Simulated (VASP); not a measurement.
Input of a VASP 6.6.1 run:

Contents of INCAR:

```
PREC = Accurate ; ENCUT = 500
EDIFF = 1E-7 ; ISMEAR = 0
SIGMA = 0.05 ; LREAL = False
LASPH = True ; NELM = 120
ALGO = Normal ; ISIF = 3
LWAVE = False ; LCHARG = False
GGA = PE ; IBRION = 2
NSW = 80 ; EDIFFG = -0.01
PSTRESS = 200.0 ; GGA_COMPAT = False
NELMIN = 4
```

KPOINTS

```
regular mesh
0
Gamma
  6 6 6
```

Contents of POSCAR:

```
I
1.0
    0.0000000000      3.4950000000      3.4950000000
    3.4950000000      0.0000000000      3.4950000000
    3.4950000000      3.4950000000      0.0000000000
I
2
Direct
    1.0000000000      1.0000000000      1.0000000000
    0.2500000000      0.2500000000      0.2500000000
```

Potentials or basis: VASP PAW PBE potentials, release 64 (I).

Launch:

```bash
$ cat potpaw_PBE.64/I/POTCAR > POTCAR
$ mpirun -np 1 vasp_std > vasp.out
```

(1) What does it give for the band gap on the k mesh?

(2) Estimate the relaxed cell.

(3) What does it give for the space group after relaxing (to 0.1 Å)?

(4) Estimate the relaxed volume.

Answers

(1) zero (bands 7 and 8 overlap by 3.19 eV).

(2) a = 4.662 Å, b = 4.662 Å, c = 4.662 Å, α = 60.00°, β = 60.00°, γ = 60.00°.

(3) Fd-3m (No. 227).

(4) 35.83 Å³/atom.

Caveat: the cell is relaxed towards a set pressure, so the run minimises the enthalpy, not the energy; the volume moved by over 15 % at a fixed basis, so the end points are rough; spin-orbit coupling is left out, which moves the levels of the heavy elements.
